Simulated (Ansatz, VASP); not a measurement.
LiBr in VASP and in Ansatz

```
CELL_PARAMETERS angstrom
0.00000 2.75548 2.75548
2.75548 0.00000 2.75548
2.75548 2.75548 0.00000
ATOMIC_POSITIONS crystal
Li 0.00000 0.00000 0.00000
Br 0.50000 0.50000 0.50000
```

Alike in both runs: task single point; functional PBE; k mesh 10 × 10 × 10; occupations gaussian, width 0.05 eV; no spin polarisation.

|  | VASP | Ansatz |
| --- | --- | --- |
| version | VASP 6.6.1 | Ansatz 0.2.0 |
| potentials or method | VASP PAW PBE potentials, release 64 (Li_sv, Br), cutoff 750 eV | scalar-relativistic, plane waves, PAW |
| valence electrons in the cell | 10 | 10 |

|  | VASP | Ansatz | Ansatz less VASP |
| --- | --- | --- | --- |
| gap on the k mesh at the Fermi level (eV) | 4.92 | 4.91 | -0.004 |
| least direct gap on the mesh (eV) | 4.92 | 4.91 | -0.004 |
| pressure (GPa) | 0.0 | 0.0 | +0.05 |
